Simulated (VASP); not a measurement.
# PbF2 (Fluorocronite) (Fm-3m) in VASP: a series of runs

Runs on PbF2 (Fluorocronite). Level: LDA. Tasks: single point.

All numbers are computed with VASP 6.6.1; they aren't measurements. Logs are shortened: lines on timing, memory, paths and dates and some standing lists are left out, and cuts for length are marked.

### 1 The cell of the first run

Symmetry: Fm-3m, No. 225, cubic system. The conventional cell has a = 5.806 Å, b = 5.806 Å, c = 5.806 Å, α = 90.00°, β = 90.00°, γ = 90.00°. Within 3.3 Å of Pb (site symmetry m-3m) lie 8 F at 2.51 Å. F (site symmetry -43m) has 4 Pb at 2.51 Å and 6 F at 2.90 Å within 3.3 Å.

### 2 Single point, LDA

Contents of INCAR:

```
SYSTEM = PbF2
PREC = Accurate
ENCUT = 600
EDIFF = 1E-6
ISMEAR = -1
SIGMA = 0.05
LREAL = .False.
LASPH = .True.
NELM = 120
ALGO = Normal
ISIF = 2
LWAVE = .False.
LCHARG = .False.
NBANDS = 21
GGA_COMPAT = .False.
```

Contents of KPOINTS:

```
Automatic mesh
0
Gamma
  7 7 7
  0 0 0
```

Contents of POSCAR:

```
PbF2
1.0
    0.0000000000      2.9031601670      2.9031601670
    2.9031601670      0.0000000000      2.9031601670
    2.9031601670      2.9031601670      0.0000000000
Pb F
1 2
Direct
    0.0000000000      0.0000000000      0.0000000000
    0.7500000000      0.7500000000      0.7500000000
    0.2500000000      0.2500000000      0.2500000000
```

Potentials or basis: VASP PAW LDA potentials, release 64 (Pb_d, F).

Command:

```bash
$ cat potpaw_LDA.64/Pb_d/POTCAR potpaw_LDA.64/F/POTCAR > POTCAR
$ mpirun -np 1 vasp_std > vasp.out
```

OUTCAR:

```text
SYSTEM = PbF2
   PREC = Accurate
   ENCUT = 600
   EDIFF = 1E-6
   ISMEAR = -1
   LREAL = .False.
   LASPH = .True.
   NELM = 120
   ISIF = 2

 ion  position               nearest neighbor table
   1  0.000  0.000  0.000-   2 2.51   2 2.51   2 2.51   2 2.51   3 2.51   3 2.51   3 2.51   3 2.51

   2  0.750  0.750  0.750-   1 2.51   1 2.51   1 2.51   1 2.51
   3  0.250  0.250  0.250-   1 2.51   1 2.51   1 2.51   1 2.51

  LATTYP: Found a face centered cubic cell.
 ALAT       =     5.8063203340

  Lattice vectors:

 A1 = (   0.0000000000,   2.9031601670,   2.9031601670)
 A2 = (   2.9031601670,   0.0000000000,   2.9031601670)
 A3 = (   2.9031601670,   2.9031601670,   0.0000000000)

Analysis of symmetry for initial positions (statically):
=====================================================================
 Subroutine PRICEL returns:
 Original cell was already a primitive cell.

 Routine SETGRP: Setting up the symmetry group for a
 face centered cubic supercell.

 Subroutine GETGRP returns: Found 48 space group operations
 (whereof 48 operations were pure point group operations)
 out of a pool of 48 trial point group operations.

The static configuration has the point symmetry O_h .

Analysis of symmetry for dynamics (positions and initial velocities):
=====================================================================
 Subroutine PRICEL returns:
 Original cell was already a primitive cell.

 Routine SETGRP: Setting up the symmetry group for a
 face centered cubic supercell.

 Subroutine GETGRP returns: Found 48 space group operations
 (whereof 48 operations were pure point group operations)
 out of a pool of 48 trial point group operations.

The dynamic configuration has the point symmetry O_h .

 Subroutine INISYM returns: Found 48 space group operations
 (whereof 48 operations are pure point group operations),
 and found     1 'primitive' translations

----------------------------------------------------------------------------------------

                                     Primitive cell

  volume of cell :      48.9376

  direct lattice vectors                    reciprocal lattice vectors
     0.000000000  2.903160167  2.903160167    -0.172226116  0.172226116  0.172226116
     2.903160167  0.000000000  2.903160167     0.172226116 -0.172226116  0.172226116
     2.903160167  2.903160167  0.000000000     0.172226116  0.172226116 -0.172226116

  length of vectors
     4.105688482  4.105688482  4.105688482     0.298304383  0.298304383  0.298304383

  position of ions in fractional coordinates (direct lattice)
     0.000000000  0.000000000  0.000000000
     0.750000000  0.750000000  0.750000000
     0.250000000  0.250000000  0.250000000

  ion indices of the primitive-cell ions
   primitive index   ion index
                 1           1
                 2           2
                 3           3

----------------------------------------------------------------------------------------

 KPOINTS: Automatic mesh

Automatic generation of k-mesh.
 Grid dimensions read from file:
 generate k-points for:    7    7    7

 Generating k-lattice:

  Cartesian coordinates                     Fractional coordinates (reciprocal lattice)
    -0.024603731  0.024603731  0.024603731     0.142857143  0.000000000  0.000000000
     0.024603731 -0.024603731  0.024603731     0.000000000  0.142857143  0.000000000
     0.024603731  0.024603731 -0.024603731     0.000000000  0.000000000  0.142857143

  Length of vectors
     0.042614912  0.042614912  0.042614912

  Shift w.r.t. Gamma in fractional coordinates (k-lattice)
     0.000000000  0.000000000  0.000000000

 Subroutine IBZKPT returns following result:
 ===========================================

 Found     20 irreducible k-points:

 Following reciprocal coordinates:
            Coordinates               Weight
  0.000000  0.000000  0.000000      1.000000
  0.142857  0.000000  0.000000      8.000000
  0.285714  0.000000  0.000000      8.000000
  0.428571  0.000000  0.000000      8.000000
  0.142857  0.142857  0.000000      6.000000
  0.285714  0.142857  0.000000     24.000000
[... 12 lines left out ...]
 -0.428571  0.428571  0.142857     24.000000
 -0.285714  0.428571  0.142857     24.000000
   k-points           NKPTS =     20   k-points in BZ     NKDIM =     20   number of bands    NBANDS=     21
   number of dos      NEDOS =    301   number of ions     NIONS =      3
   total plane-waves  NPLWV =  46656
   dimension x,y,z NGX =    36 NGY =   36 NGZ =   36
   dimension x,y,z NGXF=    72 NGYF=   72 NGZF=   72
   ions per type =               1   2
   NGX,Y,Z   is equivalent  to a cutoff of  14.58, 14.58, 14.58 a.u.
   NGXF,Y,Z  is equivalent  to a cutoff of  29.15, 29.15, 29.15 a.u.
 SYSTEM =  PbF2
   PREC   = accura    normal or accurate (medium, high low for compatibility)
   ISTART =      0    job   : 0-new  1-cont  2-samecut
   ICHARG =      2    charge: 1-file 2-atom 10-const
   ISPIN  =      1    spin polarized calculation?
   LNONCOLLINEAR =      F non collinear calculations
   LSORBIT =      F    spin-orbit coupling
   LASPH  =      T    aspherical Exc in radial PAW
   ENCUT  =  600.0 eV  44.10 Ry    6.64 a.u.   8.20  8.20  8.20*2*pi/ulx,y,z
   NELM   =    120;   NELMIN=  2; NELMDL= -5     # of ELM steps
   EDIFF  = 0.1E-05   stopping-criterion for ELM
   LREAL  =      F    real-space projection
[... 7 lines left out ...]
   TEBEG  =    0.0;   TEEND  =   0.0 temperature during run
   PSTRESS=    0.0 pullay stress
   NELECT =      28.0000    total number of electrons
   NUPDOWN=      -1.0000    fix difference up-down
   EMIN   =  10.00;   EMAX   =-10.00  energy-range for DOS
   EFERMI =   0.00;   METHOD = LEGACY
   ISMEAR =    -1;   SIGMA  =   0.05  broadening in eV -4-tet -1-fermi 0-gaus
   EFERMI_NEDOS =   21; number of points for ismear=-14 and -15
   IALGO  =     38    algorithm
   IMIX   =      4    mixing-type and parameters
     AMIX     =   0.40;   BMIX     =  1.00
     AMIX_MAG =   1.60;   BMIX_MAG =  1.00
  volume/ion in A,a.u.               =      16.31       110.08
  Fermi-wavevector in a.u.,A,eV,Ry     =   1.359085  2.568298 25.131473  1.847111
  Thomas-Fermi vector in A             =   2.485863
   LORBIT       =      0    0 simple, 1 ext, 2 COOP (PROOUT), +10 PAW based schemes
   GGA     = CA    functional components
   LHFCALC =     F    Hartree Fock is set to
   AEXX    =    0.0000 exact exchange contribution
   IVDW    =     0    specifies the selected vdW correction
   LEPSILON=     F    determine dielectric tensor
   LRPA    =     F    only Hartree local field effects (RPA)
 non-spin polarized calculation
  energy-cutoff  :      600.00
  volume of cell :       48.94
 maximum number of plane-waves:      1647
 NGX is ok and might be reduce to    36
   NGX = 17   NGY = 17   NGZ = 17

 number of electron      28.0000001 magnetization

 Free energy of the ion-electron system (eV)
  ---------------------------------------------------
  ext. energy  EPLUGINS =         0.00000000
  ---------------------------------------------------
  free energy    TOTEN  =       -15.95786891 eV

  energy without entropy =      -15.95786891  energy(sigma->0) =      -15.95786891

 E-fermi :   3.4449     XC(G=0): -10.3765

 val. band max:        2.2954404898   @ k =  -0.2857   0.4286   0.1429
 cond. band min:       6.5254982886   @ k =   0.4286   0.4286   0.0000
 fundamental gap:      4.2300577987
 Fermi energy:         3.4448947602

 k-point     1 :       0.0000    0.0000    0.0000
  band No.  band energies     occupation
      1     -18.9433      2.00000
      2     -18.1458      2.00000
      3     -12.1368      2.00000
      4     -12.1368      2.00000
      5     -12.1368      2.00000
      6     -12.0301      2.00000
[... 13 lines left out ...]
     20      17.2552      0.00000
     21      19.8567      0.00000

 k-point     2 :       0.1429    0.0000    0.0000
  band No.  band energies     occupation
      1     -18.8933      2.00000
      2     -18.1924      2.00000
      3     -12.1255      2.00000
      4     -12.1255      2.00000
      5     -12.0786      2.00000
      6     -12.0302      2.00000
[... 13 lines left out ...]
     20      16.7294      0.00000
     21      19.0073      0.00000

 k-point     3 :       0.2857    0.0000    0.0000
  band No.  band energies     occupation
      1     -18.7670      2.00000
      2     -18.3066      2.00000
      3     -12.1083      2.00000
      4     -12.1083      2.00000
      5     -12.0220      2.00000
      6     -12.0220      2.00000
[... 13 lines left out ...]
     20      16.1120      0.00000
     21      17.6232      0.00000

 k-point     4 :       0.4286    0.0000    0.0000
  band No.  band energies     occupation
      1     -18.6206      2.00000
      2     -18.4386      2.00000
      3     -12.1041      2.00000
      4     -12.1041      2.00000
      5     -12.0054      2.00000
      6     -12.0054      2.00000
[... 13 lines left out ...]
     20      15.8426      0.00000
     21      16.7640      0.00000

 k-point     5 :       0.1429    0.1429    0.0000
  band No.  band energies     occupation
      1     -18.8777      2.00000
      2     -18.2064      2.00000
      3     -12.1146      2.00000
      4     -12.1146      2.00000
      5     -12.0712      2.00000
      6     -12.0390      2.00000
[... 13 lines left out ...]
     20      17.4269      0.00000
     21      19.1600      0.00000

 k-point     6 :       0.2857    0.1429    0.0000
  band No.  band energies     occupation
      1     -18.7802      2.00000
      2     -18.2929      2.00000
      3     -12.0937      2.00000
      4     -12.0919      2.00000
      5     -12.0415      2.00000
      6     -12.0155      2.00000
[... 13 lines left out ...]
     20      17.0746      0.00000
     21      18.6485      0.00000

 k-point     7 :       0.4286    0.1429    0.0000
  band No.  band energies     occupation
      1     -18.6464      2.00000
      2     -18.4103      2.00000
      3     -12.0864      2.00000
      4     -12.0817      2.00000
      5     -12.0167      2.00000
      6     -12.0032      2.00000
[... 13 lines left out ...]
     20      17.5225      0.00000
     21      17.7855      0.00000
[... 195 lines left out ...]
      1     -18.5654      2.00000
      2     -18.4647      2.00000
      3     -12.0777      2.00000
      4     -12.0192      2.00000
      5     -12.0034      2.00000
      6     -11.9915      2.00000
[... 13 lines left out ...]
     20      18.4964      0.00000
     21      18.6871      0.00000

 k-point    17 :       0.4286    0.2857    0.1429
  band No.  band energies     occupation
      1     -18.6840      2.00000
      2     -18.3742      2.00000
      3     -12.0685      2.00000
      4     -12.0679      2.00000
      5     -12.0398      2.00000
      6     -11.9978      2.00000
[... 13 lines left out ...]
     20      18.3077      0.00000
     21      18.3665      0.00000

 k-point    18 :      -0.4286    0.2857    0.1429
  band No.  band energies     occupation
      1     -18.5757      2.00000
      2     -18.4676      2.00000
      3     -12.0634      2.00000
      4     -12.0572      2.00000
      5     -12.0162      2.00000
      6     -11.9707      2.00000
[... 13 lines left out ...]
     20      18.6261      0.00000
     21      18.9447      0.00000

 k-point    19 :      -0.4286    0.4286    0.1429
  band No.  band energies     occupation
      1     -18.5714      2.00000
      2     -18.4628      2.00000
      3     -12.0704      2.00000
      4     -12.0215      2.00000
      5     -12.0138      2.00000
      6     -11.9808      2.00000
[... 13 lines left out ...]
     20      17.5032      0.00000
     21      18.8809      0.00000

 k-point    20 :      -0.2857    0.4286    0.1429
  band No.  band energies     occupation
      1     -18.5200      2.00000
      2     -18.5125      2.00000
      3     -12.0622      2.00000
      4     -12.0233      2.00000
      5     -12.0188      2.00000
      6     -11.9319      2.00000
[... 13 lines left out ...]
     20      18.2859      0.00000
     21      18.6306      0.00000

------------------------ aborting loop because EDIFF is reached ----------------------------------------

  FORCE on cell =-STRESS in cart. coord.  units (eV):
  Direction    XX          YY          ZZ          XY          YZ          ZX
  --------------------------------------------------------------------------------------
  -------------------------------------------------------------------------------------
  Total        0.0668756      0.0668756      0.0668756      0.0000000     -0.0000000      0.0000000
  in kB        2.1894499      2.1894499      2.1894499      0.0000000     -0.0000000      0.0000000
  external PRESSURE =       2.1894499 kB  Pullay stress =       0.0000000 kB

 VOLUME and BASIS-vectors are now :
 -----------------------------------------------------------------------------
  energy-cutoff  :      600.00
  volume of cell :       48.94
      direct lattice vectors                 reciprocal lattice vectors
     0.000000000  2.903160167  2.903160167    -0.172226116  0.172226116  0.172226116
     2.903160167  0.000000000  2.903160167     0.172226116 -0.172226116  0.172226116
     2.903160167  2.903160167  0.000000000     0.172226116  0.172226116 -0.172226116

 POSITION                                       TOTAL-FORCE (eV/Angst)
 -----------------------------------------------------------------------------------
      0.00000      0.00000      0.00000        -0.000000      0.000000     -0.000000
      4.35474      4.35474      4.35474         0.000000      0.000000      0.000000
      1.45158      1.45158      1.45158        -0.000000     -0.000000     -0.000000
 -----------------------------------------------------------------------------------
    total drift:                                0.000000      0.000000      0.000000

  FREE ENERGIE OF THE ION-ELECTRON SYSTEM (eV)
  ---------------------------------------------------
  free  energy   TOTEN  =       -15.9578689119 eV

  energy  without entropy=      -15.9578689119  energy(sigma->0) =      -15.95786891
```

It took 24 s on 1 thread of Intel Xeon 6975P-C, shared host; peak memory 0.18 GiB.

Results:

| Quantity | Value |
| --- | --- |
| Free energy | -15.9579 eV |
| Pressure | 0.2 GPa |
| Band gap on the k mesh | 4.23 eV, indirect (least direct gap 4.47 eV) |

Levels at points of the mesh, in eV from the valence-band top:
| k point | band 12 | band 13 | band 14 | band 15 | band 16 | band 17 |
| --- | --- | --- | --- | --- | --- | --- |
| (0.00, 0.00, 0.00) | -2.40 | -2.40 | -2.40 | 6.62 | 6.62 | 6.62 |

Caveat: spin-orbit coupling is left out, which moves the levels of the heavy elements. As with any semilocal functional, this LDA gap is likely too small.

### 3 Single point, LDA

This run uses another cell than the first one, of 16.66 Å³/atom, 1.021 times its volume.

Contents of INCAR:

```
SYSTEM = PbF2
  PREC = Accurate
  ENCUT = 600
  EDIFF = 1E-6
  ISMEAR = -1
  SIGMA = 0.05
  LREAL = .FALSE.
  LASPH = .TRUE.
  NELM = 120
  ALGO = Normal
  ISIF = 2
  LWAVE = .FALSE.
  LCHARG = .FALSE.
  GGA = CA
  NBANDS = 21
  GGA_COMPAT = .FALSE.
```

Contents of KPOINTS:

```
Automatic mesh
0
G
  7 7 7
  0 0 0
```

Contents of POSCAR:

```
PbF2
1.0
    0.0000000000      2.9236056305      2.9236056305
    2.9236056305      0.0000000000      2.9236056305
    2.9236056305      2.9236056305      0.0000000000
Pb F
1 2
Direct
    0.0000000000      0.0000000000      0.0000000000
    0.7500000000      0.7500000000      0.7500000000
    0.2500000000      0.2500000000      0.2500000000
```

Potentials or basis: VASP PAW LDA potentials, release 64 (Pb_d, F).

Command:

```bash
$ cat potpaw_LDA.64/Pb_d/POTCAR potpaw_LDA.64/F/POTCAR > POTCAR
$ mpirun -np 1 vasp_std > vasp.out
```

It took 25 s on 1 thread of Intel Xeon 6975P-C, shared host; peak memory 0.18 GiB.

Results (log left out):

* Free energy: -15.9554 eV
* Pressure: -1.6 GPa
* Band gap on the k mesh: 4.24 eV, indirect (least direct gap 4.48 eV)

Levels at points of the mesh, in eV from the valence-band top:
```
           k point  band 10  band 11  band 12  band 13  band 14  band 15  band 16  band 17  band 18  band 19
(0.00, 0.00, 0.00)    -2.77    -2.77    -2.26    -2.26    -2.26     6.61     6.61     6.61    10.36    14.92
```

Caveat: spin-orbit coupling is left out, which moves the levels of the heavy elements.

### 4 Single point, LDA

This run uses another cell than the first one, of 17.01 Å³/atom, 1.043 times its volume.

Contents of INCAR:

```
ALGO = Normal ; EDIFF = 1E-6
ENCUT = 600 ; GGA_COMPAT = F
ISIF = 2 ; ISMEAR = -1
LASPH = T ; LCHARG = F
LREAL = F ; LWAVE = F
NBANDS = 21 ; NELM = 120
PREC = Accurate ; SIGMA = 0.05
```

Contents of KPOINTS:

```
k-points
0
Gamma
  7 7 7
```

Contents of POSCAR:

```
PbF2
1.0
    0.0000000000      2.9437690651      2.9437690651
    2.9437690651      0.0000000000      2.9437690651
    2.9437690651      2.9437690651      0.0000000000
Pb F
1 2
Direct
    0.0000000000      0.0000000000      0.0000000000
    0.7500000000      0.7500000000      0.7500000000
    0.2500000000      0.2500000000      0.2500000000
```

Command:

```bash
$ cat potpaw_LDA.64/Pb_d/POTCAR potpaw_LDA.64/F/POTCAR > POTCAR
$ mpirun -np 1 vasp_std > vasp.out
```

Run time: 29 s. Hardware: 1 thread of Intel Xeon 6975P-C, shared host; peak memory 0.18 GiB.

The run converged. Its results:

* Free energy: -15.9421 eV
* Pressure: -3.2 GPa
* Band gap on the k mesh: 4.25 eV, indirect (least direct gap 4.48 eV)

Levels at points of the mesh, in eV from the valence-band top:
```csv
k point,band 12,band 13,band 14,band 15,band 16,band 17
"(0.00, 0.00, 0.00)",-2.12,-2.12,-2.12,6.60,6.60,6.60
```

Caveat: spin-orbit coupling is left out, which moves the levels of the heavy elements. A hybrid or GW would open this gap; LDA tends to underestimate it.

### 5 The runs side by side

```csv
cell,gap on the mesh (eV),pressure (GPa)
"a = 4.106 Å, angles 60.0°, 3 atoms",4.23,0.2
"a = 4.135 Å, angles 60.0°, 3 atoms",4.24,-1.6
"a = 4.163 Å, angles 60.0°, 3 atoms",4.25,-3.2
```

Alike in all rows: task single point; level LDA; potentials or basis VASP PAW LDA potentials, release 64 (Pb_d, F); no spin polarisation; k mesh 7 × 7 × 7; cutoff (eV) 600; smearing fermi-dirac 0.05 eV.

Caveats: spin-orbit coupling is left out, which moves the levels of the heavy elements.

Total energies depend on the potentials used, so only differences within one code and one set of settings carry meaning.
